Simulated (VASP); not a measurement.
Write the native input for VASP 6.6.1 that does the following.

```
Task                   : single point
Functional             : PBE
Potentials or basis    : VASP PAW PBE potentials, release 64 (Ti_sv, H)
Cutoff                 : 520 eV
k mesh                 : 12 × 12 × 2
Occupations            : gaussian, width 0.1 eV
Spin                   : no spin polarisation
Dipole correction      : no
Further INCAR settings : ALGO = Normal; EDIFF = 1e-06; NBANDS = 29
```

The structure of TiH5 lies in POSCAR:

```
TiH5
1.0
    2.9484141730     -0.0001883645      0.0017932912
   -1.4720101878      2.5545456138     -0.0008112284
   -0.4493215096     -0.3352257559     17.2070906462
Ti H
2 10
Direct
    0.6860435942      0.3079477257      0.0802415621
    0.3187659410      0.6206948816      0.9220054047
    0.3428487484      0.6354524020      0.0348734660
    0.0312700072      0.9817550057      0.1352834483
    0.9735518978      0.9469022300      0.8669428139
    0.6619361513      0.2932097590      0.9673775068
    0.2851583606      0.7497197238      0.6935325297
    0.3635198555      0.5999374585      0.6670135230
    0.6008310669      0.4187657978      0.3048092486
    0.7326787770      0.3169893146      0.3316106507
    0.9285203596      0.1054688344      0.5112532267
    0.0748752405      0.0231568668      0.4850566194
```

These files were run (other wordings do the same):

INCAR

```
PREC = Accurate
ENCUT = 520
EDIFF = 1E-6
ISMEAR = 0
SIGMA = 0.1
LREAL = False
LASPH = True
NELM = 80
ALGO = Normal
ISIF = 2
LWAVE = False
LCHARG = False
GGA = PE
NBANDS = 29
```

KPOINTS

```
Automatic mesh
0
Gamma
  12 12 2
```

Potentials or basis: VASP PAW PBE potentials, release 64 (Ti_sv, H).

The run is started by

```console
$ cat potpaw_PBE.64/Ti_sv/POTCAR potpaw_PBE.64/H/POTCAR > POTCAR
$ mpirun -np 1 vasp_std > vasp.out
```

It gave:

```json
{
 "Pressure": "-0.1 GPa",
 "Largest force": "0.021 eV/Å",
 "Band gap on the k mesh": "zero (bands 17 and 18 overlap by 0.64 eV)"
}
```

Wall time 20 min on 1 thread of Intel Xeon 8259CL, on a shared host, peak memory 0.57 GiB.
